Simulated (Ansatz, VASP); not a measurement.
## In: VASP beside Ansatz

INCAR

```
SYSTEM = In
ALGO = Normal
EDIFF = 1E-6
ENCUT = 520
GGA = PE
ISIF = 2
ISMEAR = -1
ISPIN = 2
ISYM = 0
LASPH = .True.
LCHARG = .False.
LORBIT = 11
LREAL = .False.
LWAVE = .False.
MAGMOM = 1
NBANDS = 16
NELM = 150
PREC = Accurate
SIGMA = 0.01
```

File KPOINTS:

```
k-points
0
Gamma
  1 1 1
  0 0 0
```

File POSCAR:

```
In
1.0
   14.0000000000      0.0000000000      0.0000000000
    0.0000000000     14.4000000000      0.0000000000
    0.0000000000      0.0000000000     14.8000000000
In
1
Direct
    0.5000000000      0.5000000000      0.5000000000
```

Input for Ansatz:

```yaml
crystal:
  lattice:
    - [14.0, 0.0, 0.0]
    - [0.0, 14.4, 0.0]
    - [0.0, 0.0, 14.8]
  atoms:
    - { symbol: In, position: [0.5, 0.5, 0.5], spin: 1.0 }
  symmetry: { detect: false, time_reversal: true }
hamiltonian:
  xc: pbe
  pseudopotentials:
    kind: paw
    azcp:
      In: "pseudopotentials/In.paw.azcp"
basis:
  ecutwfc: 420
  fft_grid_basis: typed
kpoints:
  mp_grid: { grid: [1, 1, 1], shift: [0, 0, 0] }
magnetization:
  spin_polarized: true
scf:
  occupations: { method: fermi_dirac, width: 0.01 }
```

Alike in both runs: task single point; functional PBE; k mesh 1 × 1 × 1; occupations fermi-dirac, width 0.01 eV; collinear spin.

|  | VASP | Ansatz |
| --- | --- | --- |
| version | VASP 6.6.1 | Ansatz 0.2.0 |
| potentials or method | VASP PAW PBE potentials, release 64 (In_d), cutoff 520 eV | plane waves (420 eV) with PAW, scalar-relativistic |
| valence electrons in the cell | 13 | 13 |

Ansatz gave:

```
net moment per atom (μB)                                      : 1.00
size of the moment on the site where the two differ most (μB) : 1.00
```

Q: Estimate VASP's values.

A: net moment per atom (μB): 1.00; size of the moment on the site where the two differ most (μB): 0.25.

Site moments also hang on the region over which each program counts them. Ansatz's warnings: negative dielectric reading, stability check not made.
